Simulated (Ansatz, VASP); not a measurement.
TiC: VASP beside Ansatz

```
CELL_PARAMETERS angstrom
0.00000 2.16400 2.09908
2.16400 0.00000 2.09908
2.16400 2.16400 0.00000
ATOMIC_POSITIONS crystal
Ti 0.00000 0.00000 0.00000
C 0.50000 0.50000 0.50000
```

Change from the starting cell: strain +0.000 along x and y, -0.030 along z, atoms carried along.

Alike in both runs: task single point; functional r2SCAN; k mesh 18 × 18 × 18; occupations gaussian, width 0.15 eV; no spin polarisation.

|  | VASP | Ansatz |
| --- | --- | --- |
| version | VASP 6.6.1 | Ansatz 0.2.0 |
| potentials or method | VASP PAW PBE potentials, release 64 (Ti_sv, C), cutoff 520 eV | scalar-relativistic, plane waves, PAW |
| valence electrons in the cell | 16 | 16 |

```tsv
	VASP	Ansatz	Ansatz less VASP
gap on the k mesh at the Fermi level (eV)	none	none	-
pressure (GPa)	10.0	8.9	-1.03
traceless stress, the component that is largest in VASP (GPa)	9.90	9.79	-0.107
```

VASP's potentials were made for PBE, not for r2SCAN. A gap of «none» marks a metal or a gap that the smearing closes.
